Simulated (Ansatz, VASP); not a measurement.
## Ru2W in VASP and in Ansatz

```
CELL_PARAMETERS angstrom
2.75040 0.00000 0.00000
-1.37520 2.38192 0.00000
0.00000 0.00000 7.32755
ATOMIC_POSITIONS crystal
Ru 0.00000 0.00000 0.67524
Ru 0.00000 0.00000 0.32476
W 0.00000 0.00000 0.00000
```

Alike in both runs: functional PBE; k mesh 6 × 6 × 4; occupations gaussian, width 0.1 eV; no spin polarisation.

Ansatz relaxed the structure, and its values are those at the end. VASP's run is a single point on that final structure, the one shown.

|  | VASP | Ansatz |
| --- | --- | --- |
| version | VASP 6.6.1 | Ansatz 0.2.0 |
| potentials or method | VASP PAW PBE potentials, release 64 (Ru_pv, W_sv), cutoff 520 eV | scalar-relativistic, plane waves, PAW |
| valence electrons in the cell | 42 | 46 |

```tsv
	VASP	Ansatz	Ansatz less VASP
gap on the k mesh at the Fermi level (eV)	none	none	-
pressure (GPa)	0.6	0.0	-0.60
rms of the force components (eV/Å)	0.054	0.000	-0.0540
```

A gap of «none» marks a metal or a gap that the smearing closes. VASP's potentials hold 42 valence electrons a cell and Ansatz's 46, so a difference there can come from the potentials and not from the codes.

The k mesh is coarse, so the values compare programs but aren't converged. Spin-orbit coupling is off throughout.
